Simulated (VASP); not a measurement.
Wanted: the native input for a VASP 6.6.1 run.

- Task: electric field gradients
- Functional: LDA
- Potentials or basis: VASP PAW LDA potentials, release 64 (Mg, Tl_d)
- Cutoff: 520 eV
- k mesh: 9 × 9 × 9
- Occupations: fermi-dirac, width 0.05 eV
- Spin: no spin polarisation
- Dipole correction: no
- Further INCAR settings: ALGO = Normal; EDIFF = 1e-08; NBANDS = 14

The structure of MgTl lies in POSCAR:

```
MgTl
1.0
    3.6470765007      0.0000000000      0.0000000000
    0.0000000000      3.6470765007      0.0000000000
    0.0000000000      0.0000000000      3.6470765007
Mg Tl
1 1
Direct
    0.0000000000      0.0000000000      0.0000000000
    0.5000000000      0.5000000000      0.5000000000
```

The input as run:

INCAR

```
PREC = Accurate
ENCUT = 520
EDIFF = 1E-8
ISMEAR = -1
SIGMA = 0.05
LREAL = False
LASPH = True
NELM = 80
ALGO = Normal
ISIF = 2
LWAVE = False
LCHARG = False
GGA = CA
LEFG = True
NBANDS = 14
```

KPOINTS

```
regular mesh
0
Gamma
  9 9 9
```

Potentials or basis: VASP PAW LDA potentials, release 64 (Mg, Tl_d).

Launch:

```sh
$ cat potpaw_LDA.64/Mg/POTCAR potpaw_LDA.64/Tl_d/POTCAR > POTCAR
$ mpirun -np 1 vasp_std > vasp.out
```

Results of the run:

```
Pressure                                : -3.0 GPa
Band gap on the k mesh                  : zero (an odd number of electrons rules out a gap without spin polarisation)
Largest electric field gradient by atom : zero within the noise of the run
```

Caveat: the cell stands under tension; spin-orbit coupling is left out, which moves the levels of the heavy elements.

Wall time 33 s on 1 thread of Intel Xeon 8259CL, on a shared host, peak memory 0.16 GiB.
